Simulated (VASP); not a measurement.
Wanted: the native input for a VASP 6.6.1 run.

```yaml
Task: single point
Functional: r2SCAN
Potentials_or_basis: VASP PAW PBE potentials, release 64 (Se, Ge_d)
Cutoff: 550 eV
k_mesh: 2 × 6 × 6
Occupations: fermi-dirac, width 0.1 eV
Spin: no spin polarisation
Dipole_correction: no
Further_INCAR_settings: ALGO = Normal; EDIFF = 1e-06; NBANDS = 50
```

The system is GeSe.

```
Se Ge
1.0
    10.80578    0.00000    0.00000
     0.00000    3.82586    0.00000
     0.00000    0.00000    4.38436
Se Ge
4 4
Direct
  0.14684 0.75000 0.49068
  0.35316 0.25000 0.99068
  0.64684 0.75000 0.00932
  0.85316 0.25000 0.50932
  0.37758 0.75000 0.60783
  0.12242 0.25000 0.10783
  0.87758 0.75000 0.89217
  0.62242 0.25000 0.39217
```

One way to write it, as run:

POSCAR

```
GeSe
1.0
   10.8057805100      0.0000000000      0.0000000000
    0.0000000000      3.8258627500      0.0000000000
    0.0000000000      0.0000000000      4.3843559200
Se Ge
4 4
Direct
    0.1468420674      0.7500000000      0.4906789545
    0.3531579326      0.2500000000      0.9906789545
    0.6468420674      0.7500000000      0.0093210455
    0.8531579326      0.2500000000      0.5093210455
    0.3775779204      0.7500000000      0.6078335401
    0.1224220796      0.2500000000      0.1078335401
    0.8775779204      0.7500000000      0.8921664599
    0.6224220796      0.2500000000      0.3921664599
```

INCAR.step1

```
ALGO = Normal
EDIFF = 1E-5
ENCUT = 550
GGA = PE
GGA_COMPAT = False
ISMEAR = -1
LASPH = True
LCHARG = False
LREAL = False
LWAVE = True
NBANDS = 50
NELM = 120
PREC = Accurate
SIGMA = 0.1
```

INCAR.step2

```
ALGO = Normal
EDIFF = 1E-6
ENCUT = 550
GGA_COMPAT = False
ISIF = 2
ISMEAR = -1
ISTART = 1
LASPH = True
LCHARG = False
LMIXTAU = True
LREAL = False
LWAVE = False
METAGGA = R2SCAN
NBANDS = 50
NELM = 120
PREC = Accurate
SIGMA = 0.1
```

KPOINTS

```
k-points
0
Gamma
  2 6 6
```

Potentials or basis: VASP PAW PBE potentials, release 64 (Se, Ge_d).

The run is started by

```console
$ cat potpaw_PBE.64/Se/POTCAR potpaw_PBE.64/Ge_d/POTCAR > POTCAR
$ cp INCAR.step1 INCAR
$ mpirun -np 1 vasp_std > vasp.out
$ cp INCAR.step2 INCAR
$ mpirun -np 1 vasp_std > vasp.out
```

Results of the run:

```
Pressure               : 2.3 GPa
Largest force          : 0.009 eV/Å
Band gap on the k mesh : 0.91 eV, indirect (least direct gap 0.99 eV)
```

Caveat: the PAW data sets were made with another functional, which shifts forces and pressure a little.

Run time: 16 min on 1 thread of Intel(R) Xeon(R) 6975P-C (Granite Rapids), on a shared host, peak memory 0.47 GiB.
